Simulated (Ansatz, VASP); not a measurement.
# Two plane-wave programs on Hf2SeS3

```
CELL_PARAMETERS angstrom
4.59890 0.00000 0.00000
0.00000 4.59890 0.00000
0.00000 0.00000 6.79777
ATOMIC_POSITIONS crystal
Hf 0.50000 0.00000 0.21680
Hf 0.00000 0.50000 0.78320
Se 0.50000 0.50000 0.50000
S 0.00000 0.00000 0.26773
S 0.00000 0.00000 0.73227
S 0.50000 0.50000 0.00000
```

Change from the starting cell: species swapped into the CsLi2I3 type (P-4m2, No. 115).

Alike in both runs: functional PBE; k mesh 8 × 8 × 6; occupations gaussian, width 0.01 eV; no spin polarisation.

Ansatz relaxed the structure, and its values are those at the end. VASP's run is a single point on that final structure, the one shown.

|  | VASP | Ansatz |
| --- | --- | --- |
| version | VASP 6.6.1 | Ansatz 0.2.0 |
| potentials or method | VASP PAW PBE potentials, release 64 (Hf_pv, Se, S), cutoff 520 eV | scalar-relativistic, plane waves, PAW |
| valence electrons in the cell | 44 | 86 |

```csv
,VASP,Ansatz,Ansatz less VASP
gap on the k mesh at the Fermi level (eV),0.29,0.28,-0.010
least direct gap on the mesh (eV),0.29,0.28,-0.010
pressure (GPa),-0.4,0.0,+0.42
rms of the force components (eV/Å),0.007,0.002,-0.0050
```

VASP's potentials hold 44 valence electrons a cell and Ansatz's 86, so a difference there can come from the potentials and not from the codes.

Spin-orbit coupling is off throughout.
